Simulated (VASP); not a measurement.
# PtSe2 (P-3m1) in VASP: further runs

The runs below take PtSe2 through single point, relaxation of cell and atoms, with PBE+D4.

Everything below comes from runs of VASP 6.6.1. Logs are shortened: lines on timing, memory, paths and dates and some standing lists are left out, and cuts for length are marked.

## (1) The cell of the first run

The structure is trigonal, space group P-3m1 (No. 164). The conventional cell has a = 3.773 Å, b = 3.773 Å, c = 4.822 Å, α = 90.00°, β = 90.00°, γ = 120.00°. Pt (site symmetry -3m) has 6 Se at 2.53 Å within 3.3 Å. Within 3.4 Å of Se (site symmetry 3m) lie 3 Pt at 2.53 Å and 6 Se at 3.14 to 3.36 Å.

## (2) Single point, PBE+D4

The input, INCAR:

```
SYSTEM = PtSe2
PREC = Accurate
ENCUT = 520
EDIFF = 1E-6
ISMEAR = -1
SIGMA = 0.1
LREAL = .False.
LASPH = .True.
NELM = 60
ALGO = Normal
ISIF = 2
LWAVE = .False.
LCHARG = .False.
GGA = PE
IVDW = 13
NBANDS = 18
```

The input, KPOINTS:

```
Automatic mesh
0
Gamma
  13 13 9
  0 0 0
```

The input, POSCAR:

```
PtSe2
1.0
    3.7726935727      0.0000000000      0.0000000000
   -1.8863467864      3.2672484747      0.0000000000
    0.0000000000      0.0000000000      4.8220654194
Pt Se
1 2
Direct
    0.0000000000      0.0000000000      0.0000000000
    0.3333333333      0.6666666667      0.2656223733
    0.6666666667      0.3333333333      0.7343776267
```

Potentials or basis: VASP PAW PBE potentials, release 64 (Pt, Se).

Started as:

```sh
cat potpaw_PBE.64/Pt/POTCAR potpaw_PBE.64/Se/POTCAR > POTCAR
mpirun -np 1 vasp_std > vasp.out
```

OUTCAR:

```text
SYSTEM = PtSe2
   PREC = Accurate
   ENCUT = 520
   EDIFF = 1E-6
   ISMEAR = -1
   LREAL = .False.
   LASPH = .True.
   NELM = 60
   ISIF = 2
   GGA = PE
   IVDW = 13

 ion  position               nearest neighbor table
   1  0.000  0.000  0.000-   2 2.53   3 2.53   3 2.53   2 2.53   3 2.53   2 2.53
   2  0.333  0.667  0.266-   1 2.53   1 2.53   1 2.53
   3  0.667  0.333  0.734-   1 2.53   1 2.53   1 2.53

  LATTYP: Found a hexagonal cell.
 ALAT       =     3.7726935727
 C/A-ratio  =     1.2781492391

  Lattice vectors:

 A1 = (   3.7726935727,   0.0000000000,   0.0000000000)
 A2 = (  -1.8863467864,   3.2672484747,   0.0000000000)
 A3 = (   0.0000000000,   0.0000000000,   4.8220654194)

Analysis of symmetry for initial positions (statically):
=====================================================================
 Subroutine PRICEL returns:
 Original cell was already a primitive cell.

 Routine SETGRP: Setting up the symmetry group for a
 hexagonal supercell.

 Subroutine GETGRP returns: Found 12 space group operations
 (whereof 12 operations were pure point group operations)
 out of a pool of 24 trial point group operations.

The static configuration has the point symmetry D_3d.

Analysis of symmetry for dynamics (positions and initial velocities):
=====================================================================
 Subroutine PRICEL returns:
 Original cell was already a primitive cell.

 Routine SETGRP: Setting up the symmetry group for a
 hexagonal supercell.

 Subroutine GETGRP returns: Found 12 space group operations
 (whereof 12 operations were pure point group operations)
 out of a pool of 24 trial point group operations.

The dynamic configuration has the point symmetry D_3d.

 Subroutine INISYM returns: Found 12 space group operations
 (whereof 12 operations are pure point group operations),
 and found     1 'primitive' translations

----------------------------------------------------------------------------------------

                                     Primitive cell

  volume of cell :      59.4384

  direct lattice vectors                    reciprocal lattice vectors
     3.772693573  0.000000000  0.000000000     0.265062609  0.153033968  0.000000000
    -1.886346786  3.267248475  0.000000000     0.000000000  0.306067937  0.000000000
     0.000000000  0.000000000  4.822065419     0.000000000  0.000000000  0.207380015

  length of vectors
     3.772693573  3.772693573  4.822065419     0.306067937  0.306067937  0.207380015

  position of ions in fractional coordinates (direct lattice)
     0.000000000  0.000000000  0.000000000
     0.333333333  0.666666667  0.265622373
     0.666666667  0.333333333  0.734377627

  ion indices of the primitive-cell ions
   primitive index   ion index
                 1           1
                 2           2
                 3           3

----------------------------------------------------------------------------------------

 KPOINTS: Automatic mesh

Automatic generation of k-mesh.
 Grid dimensions read from file:
 generate k-points for:   13   13    9

 Generating k-lattice:

  Cartesian coordinates                     Fractional coordinates (reciprocal lattice)
     0.020389431  0.011771844  0.000000000     0.076923077 -0.000000000  0.000000000
     0.000000000  0.023543687  0.000000000     0.000000000  0.076923077  0.000000000
     0.000000000  0.000000000  0.023042224     0.000000000  0.000000000  0.111111111

  Length of vectors
     0.023543687  0.023543687  0.023042224

  Shift w.r.t. Gamma in fractional coordinates (k-lattice)
     0.000000000  0.000000000  0.000000000

 Subroutine IBZKPT returns following result:
 ===========================================

 Found    161 irreducible k-points:

 Following reciprocal coordinates:
            Coordinates               Weight
  0.000000  0.000000  0.000000      1.000000
  0.076923 -0.000000  0.000000      6.000000
  0.153846 -0.000000  0.000000      6.000000
  0.230769 -0.000000  0.000000      6.000000
  0.307692 -0.000000  0.000000      6.000000
  0.384615 -0.000000  0.000000      6.000000
[... 16 lines left out ...]
  0.076923 -0.000000  0.111111      6.000000
  0.000000  0.076923  0.111111      6.000000
 [... further k-points ...]
   k-points           NKPTS =    161   k-points in BZ     NKDIM =    161   number of bands    NBANDS=     18
   number of dos      NEDOS =    301   number of ions     NIONS =      3
   total plane-waves  NPLWV =  28224
   dimension x,y,z NGX =    28 NGY =   28 NGZ =   36
   dimension x,y,z NGXF=    56 NGYF=   56 NGZF=   72
   ions per type =               1   2
   NGX,Y,Z   is equivalent  to a cutoff of  12.34, 12.34, 12.41 a.u.
   NGXF,Y,Z  is equivalent  to a cutoff of  24.68, 24.68, 24.82 a.u.
 SYSTEM =  PtSe2
   PREC   = accura    normal or accurate (medium, high low for compatibility)
   ISTART =      0    job   : 0-new  1-cont  2-samecut
   ICHARG =      2    charge: 1-file 2-atom 10-const
   ISPIN  =      1    spin polarized calculation?
   LNONCOLLINEAR =      F non collinear calculations
   LSORBIT =      F    spin-orbit coupling
   LASPH  =      T    aspherical Exc in radial PAW
   ENCUT  =  520.0 eV  38.22 Ry    6.18 a.u.   7.01  7.01  8.97*2*pi/ulx,y,z
   NELM   =     60;   NELMIN=  2; NELMDL= -5     # of ELM steps
   EDIFF  = 0.1E-05   stopping-criterion for ELM
   LREAL  =      F    real-space projection
   EDIFFG = 0.1E-04   stopping-criterion for IOM
   NSW    =      0    number of steps for IOM
   IBRION =     -1    ionic relax: 0-MD 1-quasi-New 2-CG
   NFREE  =      0    steps in history (QN), initial steepest desc. (CG)
   ISIF   =      2    stress and relaxation
   ISYM   =      2    0-nonsym 1-usesym 2-fastsym
   POTIM  = 0.5000    time-step for ionic-motion
   TEBEG  =    0.0;   TEEND  =   0.0 temperature during run
   PSTRESS=    0.0 pullay stress
   NELECT =      22.0000    total number of electrons
   NUPDOWN=      -1.0000    fix difference up-down
   EMIN   =  10.00;   EMAX   =-10.00  energy-range for DOS
   EFERMI =   0.00;   METHOD = LEGACY
   ISMEAR =    -1;   SIGMA  =   0.10  broadening in eV -4-tet -1-fermi 0-gaus
   EFERMI_NEDOS =   21; number of points for ismear=-14 and -15
   IALGO  =     38    algorithm
   IMIX   =      4    mixing-type and parameters
     AMIX     =   0.40;   BMIX     =  1.00
     AMIX_MAG =   1.60;   BMIX_MAG =  1.00
  volume/ion in A,a.u.               =      19.81       133.70
  Fermi-wavevector in a.u.,A,eV,Ry     =   1.175421  2.221224 18.798008  1.381615
  Thomas-Fermi vector in A             =   2.311802
   LORBIT       =      0    0 simple, 1 ext, 2 COOP (PROOUT), +10 PAW based schemes
   GGA     = PE    functional components
   LHFCALC =     F    Hartree Fock is set to
   AEXX    =    0.0000 exact exchange contribution
   IVDW    =    13    specifies the selected vdW correction
   LEPSILON=     F    determine dielectric tensor
   LRPA    =     F    only Hartree local field effects (RPA)
 non-spin polarized calculation
  energy-cutoff  :      520.00
  volume of cell :       59.44
 maximum number of plane-waves:      1622
   NGX = 13   NGY = 13   NGZ = 17

 number of electron      21.9999997 magnetization

 Free energy of the ion-electron system (eV)
  ---------------------------------------------------
  ext. energy  EPLUGINS =         0.00000000
  ---------------------------------------------------
  free energy    TOTEN  =       -14.20946806 eV

  energy without entropy =      -14.18509367  energy(sigma->0) =      -14.19728087

 E-fermi :   6.6552     XC(G=0): -10.8222

 val. band max:        6.6199846460   @ k =   0.0769   0.0769   0.0000
 cond. band min:       6.6564033003   @ k =  -0.0769   0.3846   0.2222
 fundamental gap:      0.0364186544
 Fermi energy:         6.6551589008

 k-point     1 :       0.0000    0.0000    0.0000
  band No.  band energies     occupation
      1      -8.9582      2.00000
      2      -5.8640      2.00000
      3      -0.4042      2.00000
      4       0.4890      2.00000
      5       0.4890      2.00000
      6       2.9268      2.00000
[... 10 lines left out ...]
     17      13.9775      0.00000
     18      18.4571      0.00000

 k-point     2 :       0.0769   -0.0000    0.0000
  band No.  band energies     occupation
      1      -8.8945      2.00000
      2      -5.9018      2.00000
      3      -0.3240      2.00000
      4       0.5308      2.00000
      5       0.5521      2.00000
      6       2.8422      2.00000
[... 10 lines left out ...]
     17      14.1706      0.00000
     18      17.3794      0.00000

 k-point     3 :       0.1538   -0.0000    0.0000
  band No.  band energies     occupation
      1      -8.7085      2.00000
      2      -6.0079      2.00000
      3      -0.0918      2.00000
      4       0.6495      2.00000
      5       0.7332      2.00000
      6       2.5136      2.00000
[... 10 lines left out ...]
     17      14.6597      0.00000
     18      16.0682      0.00000

 k-point     4 :       0.2308   -0.0000    0.0000
  band No.  band energies     occupation
      1      -8.4158      2.00000
      2      -6.1652      2.00000
      3       0.2585      2.00000
      4       0.8227      2.00000
      5       0.9887      2.00000
      6       1.8619      2.00000
[... 375 lines left out ...]
      4       0.5005      2.00000
      5       0.5005      2.00000
      6       2.9193      2.00000
[... 10 lines left out ...]
     17      13.9256      0.00000
     18      17.9932      0.00000

 k-point    23 :       0.0769   -0.0000    0.1111
  band No.  band energies     occupation
      1      -8.8347      2.00000
      2      -6.0511      2.00000
      3      -0.1543      2.00000
      4       0.5618      2.00000
      5       0.5693      2.00000
      6       2.8516      2.00000
[... 10 lines left out ...]
     17      13.9377      0.00000
     18      16.7750      0.00000

 k-point    24 :       0.0000    0.0769    0.1111
  band No.  band energies     occupation
      1      -8.8354      2.00000
      2      -6.0479      2.00000
      3      -0.1701      2.00000
      4       0.5217      2.00000
      5       0.6176      2.00000
      6       2.8063      2.00000
[... 10 lines left out ...]
     17      14.3829      0.00000
     18      16.6715      0.00000

 [... further k-points ...]

------------------------ aborting loop because EDIFF is reached ----------------------------------------

  DFT-D4 for vdW energy calculation

  Edisp (eV):   -1.53940

  FORCE on cell =-STRESS in cart. coord.  units (eV):
  Direction    XX          YY          ZZ          XY          YZ          ZX
  --------------------------------------------------------------------------------------
  -------------------------------------------------------------------------------------
  Total       0.00715     0.00715    -0.01467    -0.00000     0.00000    -0.00000
  in kB       0.19271     0.19271    -0.39531    -0.00000     0.00000    -0.00000
  external pressure =       -0.00 kB  Pullay stress =        0.00 kB

 VOLUME and BASIS-vectors are now :
 -----------------------------------------------------------------------------
  energy-cutoff  :      520.00
  volume of cell :       59.44
      direct lattice vectors                 reciprocal lattice vectors
     3.772693573  0.000000000  0.000000000     0.265062609  0.153033968  0.000000000
    -1.886346786  3.267248475  0.000000000     0.000000000  0.306067937  0.000000000
     0.000000000  0.000000000  4.822065419     0.000000000  0.000000000  0.207380015

 POSITION                                       TOTAL-FORCE (eV/Angst)
 -----------------------------------------------------------------------------------
      0.00000      0.00000      0.00000         0.000000      0.000000      0.000000
     -0.00000      2.17817      1.28085         0.000000     -0.000000      0.008247
      1.88635      1.08908      3.54122        -0.000000      0.000000     -0.008247
 -----------------------------------------------------------------------------------
    total drift:                                0.000000      0.000000      0.000000

  FREE ENERGIE OF THE ION-ELECTRON SYSTEM (eV)
  ---------------------------------------------------
  free  energy   TOTEN  =       -15.7488683396 eV

  energy  without entropy=      -15.7244939494  energy(sigma->0) =      -15.73668114
```

It took 3.2 min on 1 thread of AMD EPYC 7R13, shared host; peak memory 0.28 GiB.

What came out:

* Free energy: -15.7489 eV
* Pressure: 0.0 GPa
* Largest force: 0.008 eV/Å
* Band gap on the k mesh: zero (bands 11 and 12 overlap by 0.83 eV)
* Dispersion energy per atom: -0.513 eV

Forces on the atoms (eV/Å):
```
Pt   0.000  0.000  0.000
Se   0.000  0.000  0.008
Se   0.000  0.000 -0.008
```

Levels at points of the mesh, in eV from the Fermi level:
```csv
k point,band 8,band 9,band 10,band 11,band 12,band 13,band 14,band 15
"(0.00, 0.00, 0.00)",-2.42,-0.96,-0.96,0.83,1.11,1.11,3.41,4.15
```

Caveat: spin-orbit coupling is left out, which moves the levels of the heavy elements.

(Part 1 of 2 ends here.)

The gap in the log of VASP goes by the Fermi energy; the results here count the filled bands.